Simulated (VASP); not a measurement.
Runs of VASP 6.6.1 on Zn3CdPt. The structure is that of space group Pm-3m (No. 221), or close to it. The cells are those of the table. The cell was built from a structure type or drawn by symmetry, and may not be a known phase.

```csv
task,cell,k mesh,cutoff (eV),gap on the mesh (eV),pressure (GPa),relaxed volume (Å³/atom)
single point,"a = 4.846 Å, 5 atoms",4 × 4 × 4,520,none,0.4,-
single point,"a = 4.873 Å, 5 atoms",8 × 8 × 8,520,none,0.2,-
relaxation of cell and atoms,"relaxed from a = 4.358 Å, 5 atoms",4 × 4 × 4,600,none,-0.2,23.04
relaxation of cell and atoms,"relaxed from a = 4.846 Å, 5 atoms",8 × 8 × 8,600,none,0.0,(a)
```

Alike in all rows: level PBE; potentials or basis VASP PAW PBE potentials, release 64 (Zn, Cd, Pt); no spin polarisation; smearing gaussian 0.1 eV.

Q: Fill in the values left out.

A: (a) 23.22.

Caveats: some runs use coarse meshes; spin-orbit coupling is left out, which moves the levels of the heavy elements; the volume moved by over 15 % at a fixed basis, so the end points are rough (at least some runs).

A k mesh can miss the band edges, and the runs leave out spin-orbit coupling on Cd, Pt.

A gap of «none» marks levels without a gap at the run's occupations.
